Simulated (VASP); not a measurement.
Here is a VASP 6.6.1 calculation.

Contents of INCAR:

```
PREC = Accurate
ENCUT = 910
EDIFF = 1E-6
ISMEAR = -1
SIGMA = 0.05
LREAL = F
LASPH = T
NELM = 120
ALGO = Normal
ISIF = 2
LWAVE = F
LCHARG = T
GGA = PE
LELF = T
LVHAR = T
NBANDS = 28
GGA_COMPAT = F
```

KPOINTS

```
Automatic mesh
0
Gamma
  2 2 2
```

File POSCAR:

```
BaTiO3
1.0
    3.9998000000      0.0000000000      0.0000000000
    0.0000000000      3.9998000000      0.0000000000
    0.0000000000      0.0000000000      4.0180000000
Ba Ti O
1 1 3
Direct
    0.0000000000      0.0000000000      0.0000000000
    0.5000000000      0.5000000000      0.4900000000
    0.0000000000      0.5000000000      0.5170000000
    0.5000000000      0.0000000000      0.5170000000
    0.5000000000      0.5000000000      0.0190000000
```

Potentials or basis: VASP PAW PBE potentials, release 64 (Ba_sv, Ti_sv, O_h).

Launch:

```console
$ cat potpaw_PBE.64/Ba_sv/POTCAR potpaw_PBE.64/Ti_sv/POTCAR potpaw_PBE.64/O_h/POTCAR > POTCAR
$ mpirun -np 1 vasp_std > vasp.out
```

Problem. What does it give for the band gap on the k mesh?

Solution. 1.50 eV, indirect (least direct gap 1.81 eV).

Problem. Estimate the largest force.

Solution. 2.110 eV/Å.

Problem. What does it give for the pressure?

Solution. 6.0 GPa.

Forces in eV/Å, atoms in the order of the input:
```
Ba   0.000  0.000 -0.033
Ti   0.000  0.000 -2.110
O    0.000  0.000  0.486
O    0.000  0.000  0.486
O    0.000  0.000  1.172
```

Caveat: the k points lie up to 0.79 Å⁻¹ apart; the cutoff is under 1.25 times the usual one of these potentials, so pressure, stress and relaxed cells hold a basis-set (Pulay) error; spin-orbit coupling is left out, which moves the levels of the heavy elements; forces of over 1 eV/Å act on the atoms, so gaps and moduli don't describe the material at rest. PBE gaps usually lie below the measured ones, often by a third to a half.
